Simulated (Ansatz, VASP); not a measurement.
# FeGe: VASP beside Ansatz

```
Fe Ge
1.0
     4.55406    0.00000    0.00000
     0.00000    4.55406    0.00000
     0.00000    0.00000    4.55406
Fe Ge
4 4
Direct
  0.13359 0.13359 0.13359
  0.36641 0.86641 0.63359
  0.63359 0.36641 0.86641
  0.86641 0.63359 0.36641
  0.83813 0.83813 0.83813
  0.66187 0.16187 0.33813
  0.33813 0.66187 0.16187
  0.16187 0.33813 0.66187
```

Alike in both runs: functional LDA; k mesh 10 × 10 × 10; occupations gaussian, width 0.03 eV; no spin polarisation.

Ansatz relaxed the structure, and its values are those at the end. VASP's run is a single point on that final structure, the one shown.

|  | VASP | Ansatz |
| --- | --- | --- |
| version | VASP 6.6.1 | Ansatz 0.2.0 |
| potentials or method | VASP PAW LDA potentials, release 64 (Fe, Ge_d), cutoff 520 eV | scalar-relativistic, plane waves, PAW |
| valence electrons in the cell | 88 | 120 |

VASP gave:

```
gap on the k mesh at the Fermi level (eV) : 0.10
least direct gap on the mesh (eV)         : 0.13
pressure (GPa)                            : -1.4
rms of the force components (eV/Å)        : 0.021
```

Problem. Which values does Ansatz return?

Solution. gap on the k mesh at the Fermi level (eV): 0.10; least direct gap on the mesh (eV): 0.13; pressure (GPa): -2.2; rms of the force components (eV/Å): 0.000.

LDA's correlation is that of Perdew and Zunger in VASP and of Perdew and Wang (1992) in Ansatz. VASP's potentials hold 88 valence electrons a cell and Ansatz's 120, so a difference there can come from the potentials and not from the codes. Ansatz's warnings: stress scf threshold loose.
